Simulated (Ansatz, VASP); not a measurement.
# Hf in VASP and in Ansatz

File INCAR:

```
PREC = Accurate
ENCUT = 520
EDIFF = 1E-6
ISMEAR = 0
SIGMA = 0.15
LREAL = F
LASPH = T
NELM = 60
ALGO = Fast
ISIF = 2
LWAVE = F
LCHARG = F
GGA = PS
NBANDS = 17
```

Contents of KPOINTS:

```
regular mesh
0
Gamma
  18 18 10
```

The input POSCAR:

```
Hf
1.0
    3.0023000000      0.0000000000      0.0000000000
   -1.5011500000      2.6000680698      0.0000000000
    0.0000000000      0.0000000000      4.9962244915
Hf
2
Direct
    0.3333333333      0.6666666667      0.2500000000
    0.6666666667      0.3333333333      0.7500000000
```

Input for Ansatz:

```yaml
crystal:
  lattice:
    - [3.0023, 0.0, 0.0]
    - [-1.50115, 2.6000680698, 0.0]
    - [0.0, 0.0, 4.9962244915]
  atoms:
    - { symbol: Hf, position: [0.3333333333, 0.6666666667, 0.25] }
    - { symbol: Hf, position: [0.6666666667, 0.3333333333, 0.75] }
basis:
  ecutwfc: 420
kpoints:
  mp_grid: { grid: [18, 18, 10] }
hamiltonian:
  xc: pbesol
  pseudopotentials: { kind: paw }
scf:
  occupations: { method: gaussian, width: 0.15 }
output:
  forces: true
  stress: true
  eigenvalues: true
```

Alike in both runs: task single point; functional PBEsol; k mesh 18 × 18 × 10; occupations gaussian, width 0.15 eV; no spin polarisation.

```csv
,VASP,Ansatz
version,VASP 6.6.1,Ansatz 0.2.0
potentials or method,"VASP PAW PBE potentials, release 64 (Hf_pv), cutoff 520 eV","scalar-relativistic, plane waves, PAW"
valence electrons in the cell,20,52
```

```tsv
	VASP	Ansatz	Ansatz less VASP
gap on the k mesh at the Fermi level (eV)	none	none	-
pressure (GPa)	13.1	13.5	+0.41
traceless stress, the component that is largest in VASP (GPa)	-4.44	-4.32	+0.115
```

VASP's potentials were made for PBE, not for PBEsol. A gap of «none» marks a metal or a gap that the smearing closes. VASP's potentials hold 20 valence electrons a cell and Ansatz's 52, so a difference there can come from the potentials and not from the codes.

Spin-orbit coupling is off throughout.
